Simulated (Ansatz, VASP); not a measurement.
BN: VASP beside Ansatz

File POSCAR:

```
BN
1.0
    0.0000000000      1.8075000000      1.8075000000
    1.8075000000      0.0000000000      1.8075000000
    1.8075000000      1.8075000000      0.0000000000
B N
1 1
Direct
    0.0000000000      0.0000000000      0.0000000000
    0.7500000000      0.7500000000      0.7500000000
```

INCAR.step1

```
SYSTEM = BN
ALGO = Normal
EDIFF = 1E-5
ENCUT = 1460
GGA = PE
GGA_COMPAT = .FALSE.
ISMEAR = 0
LASPH = .TRUE.
LCHARG = .FALSE.
LREAL = .FALSE.
LWAVE = .TRUE.
NBANDS = 11
NELM = 120
PREC = Accurate
SIGMA = 0.01
```

Contents of INCAR.step2:

```
SYSTEM = BN
ALGO = Normal
EDIFF = 1E-6
ENCUT = 1460
GGA_COMPAT = .FALSE.
ISIF = 2
ISMEAR = 0
ISTART = 1
LASPH = .TRUE.
LCHARG = .TRUE.
LELF = .TRUE.
LMIXTAU = .TRUE.
LREAL = .FALSE.
LVHAR = .TRUE.
LWAVE = .FALSE.
METAGGA = R2SCAN
NBANDS = 11
NELM = 120
PREC = Accurate
SIGMA = 0.01
```

Contents of KPOINTS:

```
k-points
0
G
  7 7 7
  0 0 0
```

Input for Ansatz:

```yaml
crystal:
  lattice:
    bravais: fcc
    a: 3.615
  space_group: 216
  atoms:
    - { symbol: B, position: [0.0, 0.0, 0.0] }
    - { symbol: "N", position: [0.25, 0.25, 0.75] }
  reduce_to_primitive: true
basis:
  ecutwfc: 571.4391111657479
kpoints:
  mp_grid:
    grid: [7, 7, 7]
    shift: [0.0, 0.0, 0.0]
hamiltonian:
  xc: r2scan
  pseudopotentials:
    kind: paw
scf:
  occupations:
    method: fixed
output:
  stress: true
  eigenvalues: true
```

Alike in both runs: task single point; functional r2SCAN; k mesh 7 × 7 × 7; no spin polarisation.

|  | VASP | Ansatz |
| --- | --- | --- |
| version | VASP 6.6.1 | Ansatz 0.2.0 |
| potentials or method | VASP PAW PBE potentials, release 64 (B_h, N_h), cutoff 1460 eV | plane waves, PAW |
| occupations | gaussian, width 0.01 eV | fixed |
| valence electrons in the cell | 8 | 8 |

VASP gave:

```
gap on the k mesh at the Fermi level (eV) : 5.26
pressure (GPa)                            : -2.1
```

Problem. Which values does Ansatz return?

Solution. gap on the k mesh at the Fermi level (eV): 5.26; pressure (GPa): -1.7.

VASP's potentials were made for PBE, not for r2SCAN.

The k mesh is coarse, so the values compare programs but aren't converged.
